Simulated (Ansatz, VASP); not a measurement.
One calculation of B2P3, two programs

```
CELL_PARAMETERS angstrom
3.13361 0.00000 0.00000
-1.56680 2.71379 0.00000
0.00000 0.00000 7.42805
ATOMIC_POSITIONS crystal
B 0.66667 0.33333 0.79281
B 0.33333 0.66667 0.20719
P 0.66667 0.33333 0.31333
P 0.33333 0.66667 0.68667
P 0.00000 0.00000 0.00000
```

Change from the starting cell: species swapped into the La2O3 type (P-3m1, No. 164).

Alike in both runs: functional PBE; k mesh 6 × 6 × 4; occupations gaussian, width 0.1 eV; no spin polarisation.

Ansatz relaxed the structure, and its values are those at the end. VASP's run is a single point on that final structure, the one shown.

|  | VASP | Ansatz |
| --- | --- | --- |
| version | VASP 6.6.1 | Ansatz 0.2.0 |
| potentials or method | VASP PAW PBE potentials, release 64 (B, P), cutoff 520 eV | scalar-relativistic, plane waves, PAW |
| valence electrons in the cell | 21 | 21 |

Ansatz gave:

```
gap on the k mesh at the Fermi level (eV) : none
pressure (GPa)                            : 0.1
rms of the force components (eV/Å)        : 0.002
```

Q: Estimate VASP's values.

A: gap on the k mesh at the Fermi level (eV): none; pressure (GPa): -0.1; rms of the force components (eV/Å): 0.012.

A gap of «none» marks a metal or a gap that the smearing closes.

The k mesh is coarse, so the values compare programs but aren't converged.
